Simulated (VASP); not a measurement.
Input of a VASP 6.6.1 run:

Contents of POSCAR:

```
Pd
1.0
   -1.5722810000      1.5722810000      1.5722810000
    1.5722810000     -1.5722810000      1.5722810000
    1.5722810000      1.5722810000     -1.5722810000
Pd
1
Direct
    0.0000000000      0.0000000000      0.0000000000
```

INCAR.step1

```
SYSTEM = Pd
PREC = Accurate
ENCUT = 520
EDIFF = 1E-5
ISMEAR = -1
SIGMA = 0.05
LREAL = .False.
LASPH = .True.
NELM = 150
ALGO = Normal
ISIF = 2
LWAVE = .True.
LCHARG = .False.
MAGMOM = 0 0 0
LORBIT = 11
LSORBIT = .True.
GGA_COMPAT = .False.
LORBMOM = .True.
LMAXMIX = 4
NBANDS = 21
GGA = PE
```

Contents of INCAR.step2:

```
SYSTEM = Pd
PREC = Accurate
ENCUT = 520
EDIFF = 1E-6
ISMEAR = -1
SIGMA = 0.05
LREAL = .False.
LASPH = .True.
NELM = 150
ALGO = Normal
ISIF = 2
LWAVE = .False.
LCHARG = .False.
MAGMOM = 0 0 0
LORBIT = 11
LSORBIT = .True.
GGA_COMPAT = .False.
LORBMOM = .True.
LMAXMIX = 4
GGA = PE
LHFCALC = .True.
HFSCREEN = 0.2079
PRECFOCK = Normal
NBANDS = 21
ISTART = 1
```

The input KPOINTS:

```
regular mesh
0
Gamma
  5 5 5
  0 0 0
```

Potentials or basis: VASP PAW PBE potentials, release 64 (Pd).

Launch:

```console
$ cat potpaw_PBE.64/Pd/POTCAR > POTCAR
$ cp INCAR.step1 INCAR
$ mpirun -np 1 vasp_ncl > vasp.out
$ cp INCAR.step2 INCAR
$ mpirun -np 1 vasp_ncl > vasp.out
```

Problem. Predict the net moment.

Solution. 0.00 μB per cell.

Problem. Predict the pressure.

Solution. -1.0 GPa.

Moments on the atoms (μB; x, y, z):
```
Pd  0.00 0.00 0.00
```

Caveat: the k points lie up to 0.57 Å⁻¹ apart; the PAW data sets were made with another functional, which shifts forces and pressure a little.
